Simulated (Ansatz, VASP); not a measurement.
## Two plane-wave programs on BaTiO3

```
CELL_PARAMETERS angstrom
3.99404 0.00000 0.00000
0.00000 3.99404 0.00000
0.00000 0.00000 3.99404
ATOMIC_POSITIONS crystal
Ba 0.50000 0.50000 0.50000
Ti 0.00000 0.00000 0.00000
O 0.50000 0.00000 0.00000
O 0.00000 0.50000 0.00000
O 0.00000 0.00000 0.50000
```

Alike in both runs: functional r2SCAN; k mesh 8 × 8 × 8; occupations gaussian, width 0.02 eV; no spin polarisation.

Ansatz relaxed the structure, and its values are those at the end. VASP's run is a single point on that final structure, the one shown.

```csv
,VASP,Ansatz
version,VASP 6.6.1,Ansatz 0.2.0
potentials or method,"VASP PAW PBE potentials, release 64 (Ba_sv, Ti_sv, O), cutoff 520 eV","scalar-relativistic, plane waves, PAW"
valence electrons in the cell,40,40
```

Ansatz gave:

| Property | Result |
| --- | --- |
| gap on the k mesh at the Fermi level (eV) | 2.17 |
| least direct gap on the mesh (eV) | 2.28 |
| pressure (GPa) | 0.0 |

Question: What did VASP give for the same quantities?

Answer: gap on the k mesh at the Fermi level (eV): 2.15; least direct gap on the mesh (eV): 2.30; pressure (GPa): 2.0.

VASP's potentials were made for PBE, not for r2SCAN. The functional is the same, so the differences come from potentials, cutoffs and numerics.

Neither program's run includes spin-orbit coupling.
